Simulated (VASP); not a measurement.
The system is Ir2O.

```xyz
3
Lattice="4.2274 0.0000 0.0000 -2.1137 3.6610 0.0000 0.0000 0.0000 2.6778" Properties=species:S:1:pos:R:3 pbc="T T T"
Ir    0.0000    2.4407    0.0000
Ir    2.1137    1.2203    0.0000
O     0.0000    0.0000    0.0000
```

```yaml
Program: VASP 6.6.1
Task: relaxation of cell and atoms
Functional: PBE
Potentials_or_basis: VASP PAW PBE potentials, release 64 (Ir, O)
Cutoff: 600 eV
k_mesh: 12 × 12 × 18
Occupations: gaussian, width 0.1 eV
Spin: no spin polarisation
```

At the start: pressure -0.3 GPa; volume 13.81 Å³/atom.

Where does the relaxation end?

Over 5 steps the energy falls by 3.9 meV/atom and the volume is 13.73 Å³/atom (-0.6 %); space group P6/mmm (No. 191, to 0.05 Å).

The path:
```csv
step,energy change (eV),largest force (eV/Å),pressure (GPa),volume (Å³)
1,0.0000,0.0000,-0.26,41.44
2,-0.0071,0.0000,-1.18,41.30
3,-0.0111,0.0000,-0.93,41.35
4,-0.0101,0.0000,1.67,40.90
5,-0.0116,0.0000,0.00,41.19
```

Final structure:
```yaml
crystal:
  lattice:
    - [4.24521, 0.00000, 0.00000]
    - [-2.12260, 3.67646, 0.00000]
    - [0.00000, 0.00000, 2.63898]
  atoms:
    - { symbol: Ir, position: [0.33333, 0.66667, 0.00000] }
    - { symbol: Ir, position: [0.66667, 0.33333, 0.00000] }
    - { symbol: O, position: [0.00000, 0.00000, 0.00000] }
```
